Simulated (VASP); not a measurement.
# AlAs (F-43m) in VASP: settings compared, part 2 of 2

VASP 6.6.1. The steps go on from the part before.

## Step 5: Single point, PBEsol

INCAR reads:

```
PREC = Accurate ; ENCUT = 500
EDIFF = 1E-6 ; ISMEAR = 0
SIGMA = 0.1 ; LREAL = F
LASPH = T ; NELM = 120
ALGO = Normal ; ISIF = 2
LWAVE = F ; LCHARG = F
GGA = PS ; NBANDS = 11
GGA_COMPAT = F
```

KPOINTS reads:

```
Automatic mesh
0
Gamma
  6 6 6
```

POSCAR reads:

```
AlAs
1.0
    0.0000000000     -2.8304000000     -2.8304000000
    2.8304000000      0.0000000000     -2.8304000000
    2.8304000000     -2.8304000000      0.0000000000
Al As
1 1
Direct
    0.0000000000      0.0000000000      0.0000000000
    0.7500000000      0.7500000000      0.7500000000
```

Potentials or basis: VASP PAW PBE potentials, release 64 (Al, As).

Started as:

```console
$ cat potpaw_PBE.64/Al/POTCAR potpaw_PBE.64/As/POTCAR > POTCAR
$ mpirun -np 1 vasp_std > vasp.out
```

OUTCAR:

```text
PREC = Accurate
   ENCUT = 500
   EDIFF = 1E-6
   ISMEAR = 0
   LREAL = F
   LASPH = T
   NELM = 120
   ISIF = 2
   GGA = PS

 ion  position               nearest neighbor table
   1  0.000  0.000  0.000-   2 2.45   2 2.45   2 2.45   2 2.45
   2  0.750  0.750  0.750-   1 2.45   1 2.45   1 2.45   1 2.45

  LATTYP: Found a face centered cubic cell.
 ALAT       =     5.6608000000

  Lattice vectors:

 A1 = (   0.0000000000,  -2.8304000000,  -2.8304000000)
 A2 = (   2.8304000000,   0.0000000000,  -2.8304000000)
 A3 = (   2.8304000000,  -2.8304000000,   0.0000000000)

Analysis of symmetry for initial positions (statically):
[... 5 lines left out ...]
 face centered cubic supercell.

 Subroutine GETGRP returns: Found 24 space group operations
 (whereof 24 operations were pure point group operations)
 out of a pool of 48 trial point group operations.

The static configuration has the point symmetry T_d .

Analysis of symmetry for dynamics (positions and initial velocities):
[... 5 lines left out ...]
 face centered cubic supercell.

 Subroutine GETGRP returns: Found 24 space group operations
 (whereof 24 operations were pure point group operations)
 out of a pool of 48 trial point group operations.

The dynamic configuration has the point symmetry T_d .

 Subroutine INISYM returns: Found 24 space group operations
 (whereof 24 operations are pure point group operations),
 and found     1 'primitive' translations

----------------------------------------------------------------------------------------

                                     Primitive cell

  volume of cell :      45.3496

  direct lattice vectors                    reciprocal lattice vectors
     0.000000000 -2.830400000 -2.830400000    -0.176653477 -0.176653477 -0.176653477
     2.830400000  0.000000000 -2.830400000     0.176653477  0.176653477 -0.176653477
     2.830400000 -2.830400000  0.000000000     0.176653477 -0.176653477  0.176653477

  length of vectors
     4.002790067  4.002790067  4.002790067     0.305972797  0.305972797  0.305972797

  position of ions in fractional coordinates (direct lattice)
     0.000000000  0.000000000  0.000000000
     0.750000000  0.750000000  0.750000000

  ion indices of the primitive-cell ions
   primitive index   ion index
                 1           1
                 2           2

----------------------------------------------------------------------------------------

 KPOINTS: Automatic mesh

Automatic generation of k-mesh.
 Grid dimensions read from file:
 generate k-points for:    6    6    6

 Generating k-lattice:

  Cartesian coordinates                     Fractional coordinates (reciprocal lattice)
    -0.029442246 -0.029442246 -0.029442246     0.166666667  0.000000000  0.000000000
     0.029442246  0.029442246 -0.029442246     0.000000000  0.166666667  0.000000000
     0.029442246 -0.029442246  0.029442246     0.000000000  0.000000000  0.166666667

  Length of vectors
     0.050995466  0.050995466  0.050995466

  Shift w.r.t. Gamma in fractional coordinates (k-lattice)
     0.000000000  0.000000000  0.000000000

 Subroutine IBZKPT returns following result:
 ===========================================

 Found     16 irreducible k-points:

 Following reciprocal coordinates:
            Coordinates               Weight
  0.000000  0.000000  0.000000      1.000000
  0.166667  0.000000  0.000000      8.000000
  0.333333  0.000000  0.000000      8.000000
  0.500000  0.000000  0.000000      4.000000
  0.166667  0.166667  0.000000      6.000000
  0.333333  0.166667  0.000000     24.000000
[... 8 lines left out ...]
 -0.333333  0.333333  0.166667     24.000000
 -0.333333  0.500000  0.166667     12.000000
   k-points           NKPTS =     16   k-points in BZ     NKDIM =     16   number of bands    NBANDS=     11
   number of dos      NEDOS =    301   number of ions     NIONS =      2
   total plane-waves  NPLWV =  27000
   dimension x,y,z NGX =    30 NGY =   30 NGZ =   30
   dimension x,y,z NGXF=    60 NGYF=   60 NGZF=   60
   ions per type =               1   1
   NGX,Y,Z   is equivalent  to a cutoff of  12.46, 12.46, 12.46 a.u.
   NGXF,Y,Z  is equivalent  to a cutoff of  24.92, 24.92, 24.92 a.u.
 SYSTEM =  unknown system
   PREC   = accura    normal or accurate (medium, high low for compatibility)
   ISTART =      0    job   : 0-new  1-cont  2-samecut
   ICHARG =      2    charge: 1-file 2-atom 10-const
   ISPIN  =      1    spin polarized calculation?
   LNONCOLLINEAR =      F non collinear calculations
   LSORBIT =      F    spin-orbit coupling
   LASPH  =      T    aspherical Exc in radial PAW
   ENCUT  =  500.0 eV  36.75 Ry    6.06 a.u.   7.30  7.30  7.30*2*pi/ulx,y,z
   NELM   =    120;   NELMIN=  2; NELMDL= -5     # of ELM steps
   EDIFF  = 0.1E-05   stopping-criterion for ELM
   LREAL  =      F    real-space projection
   EDIFFG = 0.1E-04   stopping-criterion for IOM
   NSW    =      0    number of steps for IOM
   IBRION =     -1    ionic relax: 0-MD 1-quasi-New 2-CG
   NFREE  =      0    steps in history (QN), initial steepest desc. (CG)
   ISIF   =      2    stress and relaxation
   ISYM   =      2    0-nonsym 1-usesym 2-fastsym
   POTIM  = 0.5000    time-step for ionic-motion
   TEBEG  =    0.0;   TEEND  =   0.0 temperature during run
   PSTRESS=    0.0 pullay stress
   NELECT =       8.0000    total number of electrons
   NUPDOWN=      -1.0000    fix difference up-down
   EMIN   =  10.00;   EMAX   =-10.00  energy-range for DOS
   EFERMI =   0.00;   METHOD = LEGACY
   ISMEAR =     0;   SIGMA  =   0.10  broadening in eV -4-tet -1-fermi 0-gaus
   EFERMI_NEDOS =   21; number of points for ismear=-14 and -15
   IALGO  =     38    algorithm
   IMIX   =      4    mixing-type and parameters
     AMIX     =   0.40;   BMIX     =  1.00
     AMIX_MAG =   1.60;   BMIX_MAG =  1.00
  volume/ion in A,a.u.               =      22.67       153.02
  Fermi-wavevector in a.u.,A,eV,Ry     =   0.918150  1.735052 11.469706  0.843000
  Thomas-Fermi vector in A             =   2.043199
   LORBIT       =      0    0 simple, 1 ext, 2 COOP (PROOUT), +10 PAW based schemes
   GGA     = PS    functional components
   LHFCALC =     F    Hartree Fock is set to
   AEXX    =    0.0000 exact exchange contribution
   IVDW    =     0    specifies the selected vdW correction
   LEPSILON=     F    determine dielectric tensor
   LRPA    =     F    only Hartree local field effects (RPA)
 non-spin polarized calculation
 Gauss-broadening in eV      SIGMA  =   0.10
  energy-cutoff  :      500.00
  volume of cell :       45.35
 maximum number of plane-waves:      1167
 NGX is ok and might be reduce to    30
   NGX = 15   NGY = 15   NGZ = 15

 number of electron       8.0000000 magnetization

 Free energy of the ion-electron system (eV)
  ---------------------------------------------------
  ext. energy  EPLUGINS =         0.00000000
  ---------------------------------------------------
  free energy    TOTEN  =       -10.05235339 eV

  energy without entropy =      -10.05235339  energy(sigma->0) =      -10.05235339

 E-fermi :   4.2931     XC(G=0):  -9.1934

 val. band max:        3.8077286892   @ k =   0.0000   0.0000   0.0000
 cond. band min:       5.1223370411   @ k =   0.5000   0.5000   0.0000
 fundamental gap:      1.3146083518
 Fermi energy:         4.2931229223

 k-point     1 :       0.0000    0.0000    0.0000
  band No.  band energies     occupation
      1      -8.0796      2.00000
      2       3.8077      2.00000
      3       3.8077      2.00000
      4       3.8077      2.00000
      5       5.7860      0.00000
      6       8.0665      0.00000
      7       8.0665      0.00000
      8       8.0665      0.00000
      9      12.5151      0.00000
     10      12.7944      0.00000
     11      12.7944      0.00000

 k-point     2 :       0.1667    0.0000    0.0000
  band No.  band energies     occupation
      1      -7.8102      2.00000
      2       1.6903      2.00000
      3       3.5435      2.00000
      4       3.5435      2.00000
      5       6.5742      0.00000
      6       8.5026      0.00000
      7       8.5026      0.00000
      8       8.9470      0.00000
      9      11.9816      0.00000
     10      11.9816      0.00000
     11      13.3872      0.00000
[... 183 lines left out ...]
 k-point    16 :      -0.3333    0.5000    0.1667
  band No.  band energies     occupation
      1      -6.0749      2.00000
      2      -1.3945      2.00000
      3       0.8376      2.00000
      4       1.0842      2.00000
      5       6.8812      0.00000
      6       7.8622      0.00000
      7      10.8669      0.00000
      8      11.5826      0.00000
      9      14.3343      0.00000
     10      16.0965      0.00000
     11      16.3021      0.00000

------------------------ aborting loop because EDIFF is reached ----------------------------------------

  FORCE on cell =-STRESS in cart. coord.  units (eV):
  Direction    XX          YY          ZZ          XY          YZ          ZX
  --------------------------------------------------------------------------------------
  -------------------------------------------------------------------------------------
  Total        0.2368961      0.2368961      0.2368961     -0.0000000      0.0000000      0.0000000
  in kB        8.3694145      8.3694145      8.3694145     -0.0000000      0.0000000      0.0000000
  external PRESSURE =       8.3694145 kB  Pullay stress =       0.0000000 kB

 VOLUME and BASIS-vectors are now :
 -----------------------------------------------------------------------------
  energy-cutoff  :      500.00
  volume of cell :       45.35
      direct lattice vectors                 reciprocal lattice vectors
     0.000000000 -2.830400000 -2.830400000    -0.176653477 -0.176653477 -0.176653477
     2.830400000  0.000000000 -2.830400000     0.176653477  0.176653477 -0.176653477
     2.830400000 -2.830400000  0.000000000     0.176653477 -0.176653477  0.176653477

 POSITION                                       TOTAL-FORCE (eV/Angst)
 -----------------------------------------------------------------------------------
      0.00000      0.00000      0.00000         0.000000      0.000000      0.000000
      4.24560     -4.24560     -4.24560         0.000000     -0.000000     -0.000000
 -----------------------------------------------------------------------------------
    total drift:                               -0.000000      0.000000      0.000000

  FREE ENERGIE OF THE ION-ELECTRON SYSTEM (eV)
  ---------------------------------------------------
  free  energy   TOTEN  =       -10.0523533917 eV

  energy  without entropy=      -10.0523533917  energy(sigma->0) =      -10.05235339
```

OSZICAR:

```text
N       E                     dE             d eps       ncg     rms          rms(c)
DAV:   1     0.131430921965E+02    0.13143E+02   -0.27618E+03   352   0.509E+02
DAV:   2    -0.940776244756E+01   -0.22551E+02   -0.21815E+02   445   0.916E+01
DAV:   3    -0.103176373892E+02   -0.90987E+00   -0.90824E+00   454   0.175E+01
DAV:   4    -0.103240247429E+02   -0.63874E-02   -0.63870E-02   403   0.179E+00
DAV:   5    -0.103241388868E+02   -0.11414E-03   -0.11414E-03   429   0.237E-01    0.328E+00
DAV:   6    -0.101019656774E+02    0.22217E+00   -0.35166E-01   376   0.213E+00    0.187E+00
DAV:   7    -0.100539904959E+02    0.47975E-01   -0.17621E-01   397   0.161E+00    0.653E-01
DAV:   8    -0.100522833659E+02    0.17071E-02   -0.11039E-02   391   0.494E-01    0.925E-02
DAV:   9    -0.100523031057E+02   -0.19740E-04   -0.49782E-04   427   0.120E-01    0.448E-02
DAV:  10    -0.100523491992E+02   -0.46093E-04   -0.50014E-05   395   0.387E-02    0.996E-03
DAV:  11    -0.100523535554E+02   -0.43563E-05   -0.74179E-06   415   0.137E-02    0.519E-03
DAV:  12    -0.100523533917E+02    0.16370E-06   -0.12334E-06   252   0.488E-03
   1 F= -.10052353E+02 E0= -.10052353E+02  d E =-.458967E-13
```

stdout:

```text
POSCAR found type information on POSCAR AlAs
 POSCAR found :  2 types and       2 ions
 scaLAPACK will be used
 -----------------------------------------------------------------------------
|                                                                             |
|                                                                             |
|     You enforced a specific xc type in the INCAR file but a different       |
|     I HOPE YOU KNOW WHAT YOU ARE DOING!                                     |
|                                                                             |
 -----------------------------------------------------------------------------

 LDA part: xc-table for (Slater+PW92), standard interpolation
 POSCAR, INCAR and KPOINTS ok, starting setup
 FFT: planning ... GRIDC
 FFT: planning ... GRID_SOFT
 FFT: planning ... GRID
 WAVECAR not read
 entering main loop
```

Run time: 9.2 s. Hardware: 1 thread of Intel Xeon 8259CL, shared host; peak memory 0.16 GiB.

What came out:

- Free energy: -10.0524 eV
- Pressure: 0.8 GPa
- Band gap on the k mesh: 1.31 eV, indirect (least direct gap 1.98 eV)

Caveat: the PAW data sets were made with another functional, which shifts forces and pressure a little. A k mesh can miss the band edges.

## Step 6: Summary

```tsv
task	level	cell	k mesh	cutoff (eV)	smearing	gap on the mesh (eV)	pressure (GPa)
relaxation of cell and atoms	PBEsol	relaxed from a = 4.003 Å, angles 60.0°, 2 atoms	8 × 8 × 8	600	gaussian 0.02 eV	1.34	0.0
single point	PBEsol	a = 4.013 Å, angles 60.0°, 2 atoms	8 × 8 × 8	520	gaussian 0.02 eV	1.33	0.3
single point	PBE	a = 4.013 Å, angles 60.0°, 2 atoms	8 × 8 × 8	500	gaussian 0.02 eV	1.45	2.2
single point	PBEsol	a = 4.003 Å, angles 60.0°, 2 atoms	6 × 6 × 6	500	gaussian 0.1 eV	1.31	0.8
```

Alike in all rows: potentials or basis VASP PAW PBE potentials, release 64 (Al, As); no spin polarisation.

Caveats: the PAW data sets were made with another functional, which shifts forces and pressure a little (some runs).

Total energies depend on the potentials used, so only differences within one code and one set of settings carry meaning.
